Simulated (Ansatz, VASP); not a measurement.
**One calculation of BeS4, two programs**

```
CELL_PARAMETERS angstrom
-2.75312 2.75312 2.75312
2.75312 -2.75312 2.75312
2.75312 2.75312 -2.75312
ATOMIC_POSITIONS crystal
Be 0.00000 0.00000 0.00000
S 0.00000 0.00000 0.50000
S 0.00000 0.50000 0.00000
S 0.50000 0.00000 0.00000
S 0.50000 0.50000 0.50000
```

Change from the starting cell: species swapped into the CrGa4 type (Im-3m, No. 229).

Alike in both runs: functional PBE; k mesh 10 × 10 × 10; occupations gaussian, width 0.1 eV; no spin polarisation.

Ansatz relaxed the structure, and its values are those at the end. VASP's run is a single point on that final structure, the one shown.

```csv
,VASP,Ansatz
version,VASP 6.6.1,Ansatz 0.2.0
potentials or method,"VASP PAW PBE potentials, release 64 (Be, S), cutoff 520 eV","scalar-relativistic, plane waves, PAW"
valence electrons in the cell,26,26
```

|  | VASP | Ansatz | Ansatz less VASP |
| --- | --- | --- | --- |
| gap on the k mesh at the Fermi level (eV) | none | none | - |
| pressure (GPa) | -0.1 | 0.0 | +0.10 |

A gap of «none» marks a metal or a gap that the smearing closes.
